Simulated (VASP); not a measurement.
Set up this calculation in VASP 6.6.1, as the native input.

```yaml
Task: relaxation of cell and atoms
Functional: PBE
Potentials_or_basis: VASP PAW PBE potentials, release 64 (Na_pv, B)
Cutoff: 600 eV
k_mesh: 4 × 4 × 4
Occupations: gaussian, width 0.1 eV
Spin: no spin polarisation
Dipole_correction: no
Further_INCAR_settings: ALGO = Normal; EDIFF = 1e-06; IBRION = 2; EDIFFG = -0.04; NSW = 90; ISIF = 3
```

The structure of NaB3 lies in POSCAR:

```
NaB3
1.0
    3.8755986903      0.0000000000      0.0000000000
    0.0000000000      4.8208446856      0.0000000000
    0.0000000000      0.0000000000      4.0783444948
Na B
2 6
Direct
    0.0000000000      0.0000000000      0.6700000000
    0.5000000000      0.5000000000      0.3300000000
    0.0000000000      0.2500000000      0.1670000000
    0.0000000000      0.7500000000      0.1670000000
    0.5000000000      0.7500000000      0.8330000000
    0.5000000000      0.2500000000      0.8330000000
    0.5000000000      0.0000000000      0.3300000000
    0.0000000000      0.5000000000      0.6700000000
```

These files were run (other wordings do the same):

INCAR

```
SYSTEM = NaB3
PREC     = Accurate       ! precision mode
ENCUT    = 600            ! plane-wave cutoff, eV
EDIFF    = 1E-6           ! SCF threshold, eV
ISMEAR   = 0              ! smearing method
SIGMA    = 0.1            ! smearing width, eV
LREAL    = .FALSE.        ! projectors in reciprocal space
LASPH    = .TRUE.         ! aspherical terms in the spheres
NELM     = 80             ! most SCF steps
ALGO     = Normal         ! electronic algorithm
ISIF     = 3              ! what is computed and relaxed
LWAVE    = .FALSE.        ! write WAVECAR
LCHARG   = .FALSE.        ! write CHGCAR
GGA      = PE             ! functional
IBRION   = 2              ! ionic algorithm
NSW      = 90             ! ionic steps
EDIFFG   = -0.04          ! ionic threshold
```

KPOINTS

```
regular mesh
0
G
  4 4 4
  0 0 0
```

Potentials or basis: VASP PAW PBE potentials, release 64 (Na_pv, B).

Run with:

```console
$ cat potpaw_PBE.64/Na_pv/POTCAR potpaw_PBE.64/B/POTCAR > POTCAR
$ mpirun -np 1 vasp_std > vasp.out
```

It gave:

| Property | Result |
| --- | --- |
| Relaxed volume | 10.96 Å³/atom |
| Relaxed cell | a = 2.988 Å, b = 5.853 Å, c = 5.014 Å, α = 90.00°, β = 90.00°, γ = 90.00° |
| Space group after relaxing (to 0.1 Å) | Pmmn (No. 59) |
| Energy gained by relaxing | 1360.9 meV/atom |
| Ionic steps | 43 |
| Pressure after relaxing | 0.1 GPa |
| Largest force after relaxing | 0.037 eV/Å |
| Band gap on the k mesh | zero (bands 16 and 17 overlap by 3.74 eV) |

Caveat: the k points lie up to 0.53 Å⁻¹ apart in the final cell, too coarse for converged energies and pressures of a metal; the volume moved by over 15 % at a fixed basis, so the end points are rough.

It took 14 min on 1 thread of Intel(R) Xeon(R) Platinum 8488C (Sapphire Rapids) (shared host), peak memory 0.21 GiB.
